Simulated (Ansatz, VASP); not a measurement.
One calculation of Si4S, two programs

```
CELL_PARAMETERS angstrom
3.36001 -1.95278 -0.01554
3.36001 1.95278 -0.01554
-2.19097 0.00000 7.92954
ATOMIC_POSITIONS crystal
Si 0.29339 0.29339 0.48510
Si 0.12141 0.12141 0.98011
Si 0.75525 0.75525 0.88300
Si 0.66121 0.66121 0.58327
S 0.07873 0.07873 0.23152
```

Alike in both runs: functional PBE; k mesh 10 × 10 × 6; occupations gaussian, width 0.02 eV; no spin polarisation.

Ansatz relaxed the structure, and its values are those at the end. VASP's run is a single point on that final structure, the one shown.

|  | VASP | Ansatz |
| --- | --- | --- |
| version | VASP 6.6.1 | Ansatz 0.2.0 |
| potentials or method | VASP PAW PBE potentials, release 64 (Si, S), cutoff 520 eV | scalar-relativistic, plane waves, PAW |
| valence electrons in the cell | 22 | 22 |

Ansatz gave:

| Item | Value |
| --- | --- |
| gap on the k mesh at the Fermi level (eV) | 0.53 |
| least direct gap on the mesh (eV) | 1.04 |
| pressure (GPa) | 0.0 |
| rms of the force components (eV/Å) | 0.004 |

Task: What did VASP give for the same quantities?

Result: gap on the k mesh at the Fermi level (eV): 0.54; least direct gap on the mesh (eV): 1.05; pressure (GPa): -0.1; rms of the force components (eV/Å): 0.010.
